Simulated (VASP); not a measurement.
# Ni (P6/mmm) in VASP: further runs, part 2 of 2

VASP 6.6.1. Earlier steps stand in the parts before.

## (3) Single point, LDA (9.79 Å³/atom)

This run uses another cell than the first one, of 9.79 Å³/atom.

Input file INCAR:

```
  PREC = Accurate
  ENCUT = 520
  EDIFF = 1E-7
  ISMEAR = -1
  SIGMA = 0.1
  LREAL = False
  LASPH = True
  NELM = 80
  ALGO = Normal
  ISIF = 2
  LWAVE = False
  LCHARG = True
  GGA = CA
  LELF = True
  LVHAR = True
  NBANDS = 22
```

Input file KPOINTS:

```
Automatic mesh
0
Gamma
  11 11 15
```

Input file POSCAR:

```
Ni
1.0
    3.8350597142      0.0000000000      0.0000000000
   -1.9175298571      3.3212591375      0.0000000000
    0.0000000000      0.0000000000      2.3046837058
Ni
3
Direct
    1.0000000000      0.0000000000      0.0000000000
    0.3333333333      0.6666666667      0.5000000000
    0.6666666667      0.3333333333      0.5000000000
```

Potentials or basis: VASP PAW LDA potentials, release 64 (Ni).

Launch:

```bash
$ cat potpaw_LDA.64/Ni/POTCAR > POTCAR
$ mpirun -np 1 vasp_std > vasp.out
```

OUTCAR:

```text
PREC = Accurate
   ENCUT = 520
   EDIFF = 1E-7
   ISMEAR = -1
   LREAL = False
   LASPH = True
   NELM = 80
   ISIF = 2
   GGA = CA

 ion  position               nearest neighbor table
   1  0.000  0.000  0.000-   2 2.50   3 2.50   2 2.50   3 2.50   2 2.50   2 2.50   3 2.50   3 2.50
                             3 2.50   3 2.50   2 2.50   2 2.50
   2  0.333  0.667  0.500-   3 2.21   3 2.21   3 2.21   1 2.50   1 2.50   1 2.50   1 2.50   1 2.50
                             1 2.50
   3  0.667  0.333  0.500-   2 2.21   2 2.21   2 2.21   1 2.50   1 2.50   1 2.50   1 2.50   1 2.50
                             1 2.50

  LATTYP: Found a hexagonal cell.
 ALAT       =     3.8350597142
 C/A-ratio  =     0.6009511918

  Lattice vectors:

 A1 = (   3.8350597142,   0.0000000000,   0.0000000000)
 A2 = (  -1.9175298571,   3.3212591375,   0.0000000000)
 A3 = (   0.0000000000,   0.0000000000,   2.3046837058)

Analysis of symmetry for initial positions (statically):
=====================================================================
 Subroutine PRICEL returns:
 Original cell was already a primitive cell.

 Routine SETGRP: Setting up the symmetry group for a
 hexagonal supercell.

 Subroutine GETGRP returns: Found 24 space group operations
 (whereof 24 operations were pure point group operations)
 out of a pool of 24 trial point group operations.

The static configuration has the point symmetry D_6h.

Analysis of symmetry for dynamics (positions and initial velocities):
=====================================================================
 Subroutine PRICEL returns:
 Original cell was already a primitive cell.

 Routine SETGRP: Setting up the symmetry group for a
 hexagonal supercell.

 Subroutine GETGRP returns: Found 24 space group operations
 (whereof 24 operations were pure point group operations)
 out of a pool of 24 trial point group operations.

[... 112 lines left out ...]
   PSTRESS=    0.0 pullay stress
   NELECT =      30.0000    total number of electrons
   NUPDOWN=      -1.0000    fix difference up-down
   EMIN   =  10.00;   EMAX   =-10.00  energy-range for DOS
   EFERMI =   0.00;   METHOD = LEGACY
   ISMEAR =    -1;   SIGMA  =   0.10  broadening in eV -4-tet -1-fermi 0-gaus
   EFERMI_NEDOS =   21; number of points for ismear=-14 and -15
   IALGO  =     38    algorithm
   IMIX   =      4    mixing-type and parameters
     AMIX     =   0.40;   BMIX     =  1.00
     AMIX_MAG =   1.60;   BMIX_MAG =  1.00
  volume/ion in A,a.u.               =       9.79        66.03
  Fermi-wavevector in a.u.,A,eV,Ry     =   1.648997  3.116152 36.996837  2.719191
  Thomas-Fermi vector in A             =   2.738191
   LORBIT       =      0    0 simple, 1 ext, 2 COOP (PROOUT), +10 PAW based schemes
   GGA     = CA    functional components
   LHFCALC =     F    Hartree Fock is set to
   AEXX    =    0.0000 exact exchange contribution
   IVDW    =     0    specifies the selected vdW correction
   LEPSILON=     F    determine dielectric tensor
   LRPA    =     F    only Hartree local field effects (RPA)
 non-spin polarized calculation
  energy-cutoff  :      520.00
  volume of cell :       29.36
 maximum number of plane-waves:       801
 NGX is ok and might be reduce to    30
   NGX = 15   NGY = 15   NGZ =  9

 number of electron      30.0000005 magnetization

 Free energy of the ion-electron system (eV)
  ---------------------------------------------------
  ext. energy  EPLUGINS =         0.00000000
  ---------------------------------------------------
  free energy    TOTEN  =       -19.36469276 eV

  energy without entropy =      -19.13196222  energy(sigma->0) =      -19.24832749

 E-fermi :  10.5327     XC(G=0): -14.2421

 val. band max:       10.5304509089   @ k =   0.4545   0.0909   0.0667
 cond. band min:      10.5328085680   @ k =   0.3636   0.2727   0.4667
 fundamental gap:      0.0023576591
 Fermi energy:        10.5326517411

 k-point     1 :       0.0000    0.0000    0.0000
  band No.  band energies     occupation
      1       0.9222      2.00000
      2       6.0070      2.00000
      3       7.3511      2.00000
      4       7.3511      2.00000
      5       7.3605      2.00000
      6       7.3605      2.00000
[... 589 lines left out ...]
     21      23.7881      0.00000
     22      24.7507      0.00000

 [... further k-points ...]
[... 5 lines left out ...]
  --------------------------------------------------------------------------------------
  -------------------------------------------------------------------------------------
  Total        2.0266929      2.0266929      1.8900327      0.0000000     -0.0000000     -0.0000000
  in kB      110.6145597    110.6145597    103.1558069      0.0000000     -0.0000000     -0.0000000
  external PRESSURE =     108.1283088 kB  Pullay stress =       0.0000000 kB

 VOLUME and BASIS-vectors are now :
 -----------------------------------------------------------------------------
  energy-cutoff  :      520.00
  volume of cell :       29.36
      direct lattice vectors                 reciprocal lattice vectors
     3.835059714  0.000000000  0.000000000     0.260752133  0.150545314  0.000000000
    -1.917529857  3.321259137  0.000000000     0.000000000  0.301090628  0.000000000
     0.000000000  0.000000000  2.304683706     0.000000000  0.000000000  0.433899019

 POSITION                                       TOTAL-FORCE (eV/Angst)
 -----------------------------------------------------------------------------------
      0.00000      0.00000      0.00000         0.000000      0.000000      0.000000
     -0.00000      2.21417      1.15234         0.000000     -0.000000      0.000000
      1.91753      1.10709      1.15234        -0.000000      0.000000      0.000000
 -----------------------------------------------------------------------------------
    total drift:                               -0.000000      0.000000      0.000000

  FREE ENERGIE OF THE ION-ELECTRON SYSTEM (eV)
  ---------------------------------------------------
  free  energy   TOTEN  =       -19.3646927609 eV

  energy  without entropy=      -19.1319622197  energy(sigma->0) =      -19.24832749
```

OSZICAR:

```text
N       E                     dE             d eps       ncg     rms          rms(c)
DAV:   1     0.167333546702E+03    0.16733E+03   -0.13609E+04  5936   0.201E+03
DAV:   2    -0.148081391180E+02   -0.18214E+03   -0.17232E+03  5674   0.324E+02
DAV:   3    -0.224747033783E+02   -0.76666E+01   -0.73696E+01  6040   0.927E+01
DAV:   4    -0.225789191178E+02   -0.10422E+00   -0.10416E+00  7200   0.992E+00
DAV:   5    -0.225818603299E+02   -0.29412E-02   -0.29411E-02  6598   0.147E+00    0.193E+01
DAV:   6    -0.203068735428E+02    0.22750E+01   -0.20701E+01  6256   0.821E+01    0.108E+01
DAV:   7    -0.220932097642E+02   -0.17863E+01   -0.20055E+01  6592   0.970E+01    0.215E+01
DAV:   8    -0.194182956888E+02    0.26749E+01   -0.76797E+00  6626   0.555E+01    0.321E+00
DAV:   9    -0.193735208160E+02    0.44775E-01   -0.27558E-01  6318   0.643E+00    0.122E+00
DAV:  10    -0.193647738950E+02    0.87469E-02   -0.16052E-02  7688   0.183E+00    0.198E-01
DAV:  11    -0.193646715125E+02    0.10238E-03   -0.14490E-03  7162   0.670E-01    0.920E-02
DAV:  12    -0.193646995151E+02   -0.28003E-04   -0.23354E-04  7484   0.301E-01    0.435E-02
DAV:  13    -0.193646930038E+02    0.65113E-05   -0.38304E-05  7072   0.128E-01    0.726E-03
DAV:  14    -0.193646927770E+02    0.22678E-06   -0.30836E-06  6694   0.191E-02    0.299E-03
DAV:  15    -0.193646927609E+02    0.16059E-07   -0.19026E-07  4376   0.705E-03
   1 F= -.19364693E+02 E0= -.19248327E+02  d E =-.232731E+00
```

stdout:

```text
POSCAR found type information on POSCAR Ni
 POSCAR found :  1 types and       3 ions
 scaLAPACK will be used
 LDA part: xc-table for (Slater(with rela. corr.)+CA(PZ))
 , standard interpolation
 POSCAR, INCAR and KPOINTS ok, starting setup
 FFT: planning ... GRIDC
 FFT: planning ... GRID_SOFT
 FFT: planning ... GRID
 WAVECAR not read
 entering main loop
```

Wall time 2.6 min (1 thread of Intel Xeon 8259CL, shared host); peak memory 0.18 GiB.

What came out:

```yaml
Free_energy: -19.3647 eV
Pressure: 10.8 GPa
Band_gap_on_the_k_mesh: zero (bands 15 and 16 overlap by 0.66 eV)
```

Levels at points of the mesh, in eV from the Fermi level:
| k point | band 13 | band 14 | band 15 | band 16 | band 17 | band 18 |
| --- | --- | --- | --- | --- | --- | --- |
| (0.00, 0.00, 0.00) | -1.15 | -1.15 | 0.11 | 0.11 | 6.86 | 6.86 |

Caveat: the cell stands under pressure; the run has no spin polarisation, though such a crystal can be magnetic.
